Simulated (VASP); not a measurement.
# LiBe (P2_1/m) in VASP: single point with HSE06

Aim: the single point of LiBe with HSE06.

Everything below comes from runs of VASP 6.6.1. Logs are shortened: lines on timing, memory, paths and dates and some standing lists are left out, and cuts for length are marked.

### Step 1. The cell of the first run

The structure is monoclinic, space group P2_1/m (No. 11). The conventional cell has a = 2.296 Å, b = 3.613 Å, c = 5.528 Å, α = 90.00°, β = 94.17°, γ = 90.00°. Be (site symmetry m) has 6 Be at 2.28 to 2.32 Å and 5 Li at 2.33 to 2.65 Å within 3.0 Å. Within 3.0 Å of Li (site symmetry m) lie 6 Li at 2.30 to 2.82 Å and 5 Be at 2.33 to 2.65 Å.

### Step 2. Single point, HSE06

File POSCAR:

```
LiBe
1.0
    2.2959861536      0.0000000000      0.0000000000
    0.0000000000      3.6127729800      0.0000000000
   -0.4017425219      0.0000000000      5.5135259934
Be Li
2 2
Direct
    0.2435819200      0.7500000000      0.4238283600
    0.7564180800      0.2500000000      0.5761716400
    0.2631524400      0.7500000000      0.8451422600
    0.7368475600      0.2500000000      0.1548577400
```

File INCAR.step1:

```
PREC = Accurate
ENCUT = 520
EDIFF = 1E-5
ISMEAR = -1
SIGMA = 0.05
LREAL = F
LASPH = T
NELM = 80
ALGO = Normal
ISIF = 2
LWAVE = T
LCHARG = F
GGA = PE
NBANDS = 13
```

File INCAR.step2:

```
PREC = Accurate
ENCUT = 520
EDIFF = 1E-7
ISMEAR = -1
SIGMA = 0.05
LREAL = F
LASPH = T
NELM = 80
ALGO = Normal
ISIF = 2
LWAVE = F
LCHARG = F
GGA = PE
LHFCALC = T
HFSCREEN = 0.2079
PRECFOCK = Normal
ISTART = 1
NBANDS = 13
```

File KPOINTS:

```
regular mesh
0
Gamma
  7 4 3
```

Potentials or basis: VASP PAW PBE potentials, release 64 (Be, Li_sv).

On the command line:

```bash
$ cat potpaw_PBE.64/Be/POTCAR potpaw_PBE.64/Li_sv/POTCAR > POTCAR
$ cp INCAR.step1 INCAR
$ mpirun -np 1 vasp_std > vasp.out
$ cp INCAR.step2 INCAR
$ mpirun -np 1 vasp_std > vasp.out
```

OUTCAR:

```text
PREC = Accurate
   ENCUT = 520
   EDIFF = 1E-7
   ISMEAR = -1
   LREAL = F
   LASPH = T
   NELM = 80
   ISIF = 2
   GGA = PE
   LHFCALC = T
   HFSCREEN = 0.2079
   PRECFOCK = Normal
   ISTART = 1

 ion  position               nearest neighbor table
   1  0.244  0.750  0.424-   2 2.28   2 2.28   2 2.32   2 2.32   3 2.33
   2  0.756  0.250  0.576-   1 2.28   1 2.28   1 2.32   1 2.32   4 2.33
   3  0.263  0.750  0.845-   1 2.33
   4  0.737  0.250  0.155-   2 2.33

  LATTYP: Found a simple monoclinic cell.
 ALAT       =     2.2959861536
 B/A-ratio  =     1.5735168848
 C/A-ratio  =     2.4077423434
 COS(beta)  =    -0.0726722366

  Lattice vectors:

 A1 = (   2.2959861536,   0.0000000000,   0.0000000000)
 A2 = (   0.0000000000,   3.6127729800,   0.0000000000)
 A3 = (  -0.4017425219,   0.0000000000,   5.5135259934)

Analysis of symmetry for initial positions (statically):
=====================================================================
 Subroutine PRICEL returns:
 Original cell was already a primitive cell.

 Routine SETGRP: Setting up the symmetry group for a
 simple monoclinic supercell.

 Subroutine GETGRP returns: Found  4 space group operations
 (whereof  2 operations were pure point group operations)
 out of a pool of  4 trial point group operations.

The static configuration has the point symmetry S_2 .
 The point group associated with its full space group is C_2h.

Analysis of symmetry for dynamics (positions and initial velocities):
=====================================================================
 Subroutine PRICEL returns:
 Original cell was already a primitive cell.

 Routine SETGRP: Setting up the symmetry group for a
 simple monoclinic supercell.

 Subroutine GETGRP returns: Found  4 space group operations
 (whereof  2 operations were pure point group operations)
 out of a pool of  4 trial point group operations.

The dynamic configuration has the point symmetry S_2 .
 The point group associated with its full space group is C_2h.

 Subroutine INISYM returns: Found  4 space group operations
 (whereof  2 operations are pure point group operations),
 and found     1 'primitive' translations

----------------------------------------------------------------------------------------

                                     Primitive cell

  volume of cell :      45.7340

  direct lattice vectors                    reciprocal lattice vectors
[... 112 lines left out ...]
  volume/ion in A,a.u.               =      11.43        77.16
  Fermi-wavevector in a.u.,A,eV,Ry     =   0.986268  1.863777 13.234727  0.972725
  Thomas-Fermi vector in A             =   2.117637
   LORBIT       =      0    0 simple, 1 ext, 2 COOP (PROOUT), +10 PAW based schemes
   GGA     = PE    functional components
   LHFCALC =     T    Hartree Fock is set to
   PRECFOCK=normal    Normal, Fast or Accurate (Low or Medium for compatibility)
   ENCUT4O =  -1.0   cutoff for four orbital integrals eV
   NKREDX  =     1    reduce k-point grid by
   NKREDY  =     1    reduce k-point grid by
   NKREDZ  =     1    reduce k-point grid by
   AEXX    =    0.2500 exact exchange contribution
   HFSCREEN=    0.2079 screening length (either q_TF or 0.3 A-1)
   HFSCREENC=   0.2079 screening length for correlation (either q_TF or 0.3 A-1)
   ENCUTFOCK=  -1.0 apply spherical cutoff to Coloumb kernel
   IVDW    =     0    specifies the selected vdW correction
   LEPSILON=     F    determine dielectric tensor
   LRPA    =     F    only Hartree local field effects (RPA)
 non-spin polarized calculation
  energy-cutoff  :      520.00
  volume of cell :       45.73
 maximum number of plane-waves:      1244
 NGX is ok and might be reduce to    18
  NGX = 14; NGY = 24; NGZ = 32

 number of electron       9.9999988 magnetization

 Free energy of the ion-electron system (eV)
  ---------------------------------------------------
  ext. energy  EPLUGINS =         0.00000000
  ---------------------------------------------------
  free energy    TOTEN  =       -10.84340027 eV

  energy without entropy =      -10.83011474  energy(sigma->0) =      -10.83675750

 E-fermi :   3.1021     XC(G=0):  -7.4234

 val. band max:        3.0738469709   @ k =  -0.1429   0.2500   0.3333
 cond. band min:       3.1084550224   @ k =  -0.4286   0.0000   0.3333
 fundamental gap:      0.0346080515
 Fermi energy:         3.1020964310

 k-point     1 :       0.0000    0.0000    0.0000
  band No.  band energies     occupation
      1     -46.7131      2.00000
      2     -46.6688      2.00000
      3      -5.6473      2.00000
      4      -0.3758      2.00000
      5       0.5762      2.00000
      6       2.2766      2.00000
      7       8.0136      0.00000
      8       9.3992      0.00000
      9       9.7208      0.00000
     10      10.6865      0.00000
     11      14.0586      0.00000
     12      14.6136      0.00000
     13      16.5126      0.00000
[... 354 lines left out ...]
  band No.  band energies     occupation
      1     -46.5934      2.00000
      2     -46.5831      2.00000
      3      -0.6633      2.00000
      4       2.0005      2.00000
      5       3.7110      0.00001
      6       5.5986      0.00000
      7       6.8315      0.00000
      8       8.0289      0.00000
      9       9.5625      0.00000
     10      10.8246      0.00000
     11      12.3230      0.00000
     12      13.2070      0.00000
     13      14.7244      0.00000

 [... further k-points ...]

------------------------ aborting loop because EDIFF is reached ----------------------------------------

  FORCE on cell =-STRESS in cart. coord.  units (eV):
  Direction    XX          YY          ZZ          XY          YZ          ZX
  --------------------------------------------------------------------------------------
  -------------------------------------------------------------------------------------
  Total        0.4442169      0.1269058     -0.6517520      0.0000000      0.0000000      0.0249556
  in kB       15.5620331      4.4458276    -22.8325062      0.0000000      0.0000000      0.8742565
  external PRESSURE =      -0.9415485 kB  Pullay stress =       0.0000000 kB

 VOLUME and BASIS-vectors are now :
 -----------------------------------------------------------------------------
  energy-cutoff  :      520.00
  volume of cell :       45.73
      direct lattice vectors                 reciprocal lattice vectors
     2.295986154  0.000000000  0.000000000     0.435542696  0.000000000  0.031735775
     0.000000000  3.612772980  0.000000000     0.000000000  0.276795693  0.000000000
    -0.401742522  0.000000000  5.513525993     0.000000000  0.000000000  0.181372138

 POSITION                                       TOTAL-FORCE (eV/Angst)
 -----------------------------------------------------------------------------------
      0.38899      2.70958      2.33679        -0.009003     -0.000000      0.146781
      1.50525      0.90319      3.17674         0.009003      0.000000     -0.146781
      0.26466      2.70958      4.65971        -0.001305      0.000000     -0.080831
      1.62958      0.90319      0.85381         0.001305      0.000000      0.080831
 -----------------------------------------------------------------------------------
    total drift:                               -0.000000     -0.000000      0.000001

  FREE ENERGIE OF THE ION-ELECTRON SYSTEM (eV)
  ---------------------------------------------------
  free  energy   TOTEN  =       -10.8434002699 eV

  energy  without entropy=      -10.8301147368  energy(sigma->0) =      -10.83675750
```

OUTCAR.step1:

```text
PREC = Accurate
   ENCUT = 520
   EDIFF = 1E-5
   ISMEAR = -1
   LREAL = F
   LASPH = T
[... 618 lines left out ...]
      0.38899      2.70958      2.33679        -0.000057     -0.000000      0.076656
      1.50525      0.90319      3.17674         0.000057     -0.000000     -0.076656
      0.26466      2.70958      4.65971         0.000889     -0.000000     -0.042674
      1.62958      0.90319      0.85381        -0.000889      0.000000      0.042674
 -----------------------------------------------------------------------------------
    total drift:                                0.000000      0.000000     -0.000000

  FREE ENERGIE OF THE ION-ELECTRON SYSTEM (eV)
  ---------------------------------------------------
  free  energy   TOTEN  =       -10.6637509593 eV

  energy  without entropy=      -10.6482757058  energy(sigma->0) =      -10.65601333
```

OSZICAR.step1:

```text
N       E                     dE             d eps       ncg     rms          rms(c)
DAV:   1     0.316697321486E+02    0.31670E+02   -0.44301E+03   858   0.746E+02
DAV:   2    -0.457399309993E+01   -0.36244E+02   -0.34974E+02  1044   0.170E+02
DAV:   3    -0.109303886364E+02   -0.63564E+01   -0.62852E+01  1669   0.437E+01
DAV:   4    -0.110055095612E+02   -0.75121E-01   -0.75038E-01  1026   0.713E+00
DAV:   5    -0.110068959161E+02   -0.13864E-02   -0.13857E-02  1393   0.763E-01    0.175E+00
DAV:   6    -0.106849598209E+02    0.32194E+00   -0.63479E-01  1073   0.235E+00    0.807E-01
DAV:   7    -0.106671448692E+02    0.17815E-01   -0.15027E-01  1265   0.123E+00    0.422E-01
DAV:   8    -0.106741402286E+02   -0.69954E-02   -0.99746E-02  1043   0.965E-01    0.355E-01
DAV:   9    -0.106637186278E+02    0.10422E-01   -0.29789E-02  1053   0.503E-01    0.288E-02
DAV:  10    -0.106637503847E+02   -0.31757E-04   -0.77249E-04  1218   0.171E-01    0.137E-02
DAV:  11    -0.106637509593E+02   -0.57463E-06   -0.31653E-05  1146   0.307E-02
   1 F= -.10663751E+02 E0= -.10656013E+02  d E =-.154753E-01
```

It took 9.7 min on 1 thread of Intel Xeon Platinum 8488C (Sapphire Rapids), shared host; peak memory 0.26 GiB.

What came out:

```
Free energy            : -10.8434 eV
Largest force          : 0.147 eV/Å
Band gap on the k mesh : zero (bands 5 and 6 overlap by 5.93 eV)
```

Forces in eV/Å, atoms in the order of the input:
```
Be  -0.009  0.000  0.147
Be   0.009  0.000 -0.147
Li  -0.001  0.000 -0.081
Li   0.001  0.000  0.081
```

Caveat: the k points lie up to 0.43 Å⁻¹ apart, too coarse for converged energies and pressures of a metal; the cutoff is under 1.25 times the usual one of these potentials, so pressure, stress and relaxed cells hold a basis-set (Pulay) error; the PAW data sets were made with another functional, which shifts forces and pressure a little.
